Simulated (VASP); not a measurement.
Set up this calculation in VASP 6.6.1, as the native input.

```yaml
Task: single point
Functional: PBE
Potentials_or_basis: VASP PAW PBE potentials, release 64 (Ba_sv, Zr_sv, O)
Cutoff: 520 eV
k_mesh: 6 × 6 × 4
Occupations: gaussian, width 0.1 eV
Spin: no spin polarisation
Dipole_correction: no
Further_INCAR_settings: ALGO = Normal; EDIFF = 1e-06; NBANDS = 28
```

The structure of BaZrO3 lies in POSCAR:

```
BaZrO3
1.0
    4.2527871500      0.0000000000      0.0000000000
   -2.1263935700      3.6830217100      0.0000000000
    0.0000000000      0.0000000000      5.9580028500
Ba Zr O
1 1 3
Direct
    0.0000000000      0.0000000000      0.5000000000
    0.3333333300      0.6666666700      0.0000000000
    0.6666666700      0.3333333300      0.5000000000
    0.3333333300      0.6666666700      0.7134099700
    0.3333333300      0.6666666700      0.2865900300
```

One way to write it, as run:

INCAR

```
ALGO = Normal
EDIFF = 1E-6
ENCUT = 520
GGA = PE
ISIF = 2
ISMEAR = 0
LASPH = T
LCHARG = T
LELF = T
LREAL = F
LVHAR = T
LWAVE = F
NBANDS = 28
NELM = 80
PREC = Accurate
SIGMA = 0.1
```

KPOINTS

```
k-points
0
Gamma
  6 6 4
```

Potentials or basis: VASP PAW PBE potentials, release 64 (Ba_sv, Zr_sv, O).

Command:

```console
$ cat potpaw_PBE.64/Ba_sv/POTCAR potpaw_PBE.64/Zr_sv/POTCAR potpaw_PBE.64/O/POTCAR > POTCAR
$ mpirun -np 1 vasp_std > vasp.out
```

Results of the run:

```
Pressure               : 25.9 GPa
Largest force          : 7.466 eV/Å
Band gap on the k mesh : zero (band 20 reaches 3.15 eV, above the bottom of band 21 at 2.50 eV)
```

Caveat: spin-orbit coupling is left out, which moves the levels of the heavy elements; forces of over 1 eV/Å act on the atoms, so gaps and moduli don't describe the material at rest.

Wall time 29 s on 1 thread of Intel(R) Xeon(R) 6975P-C (Granite Rapids) (shared host), peak memory 0.24 GiB.
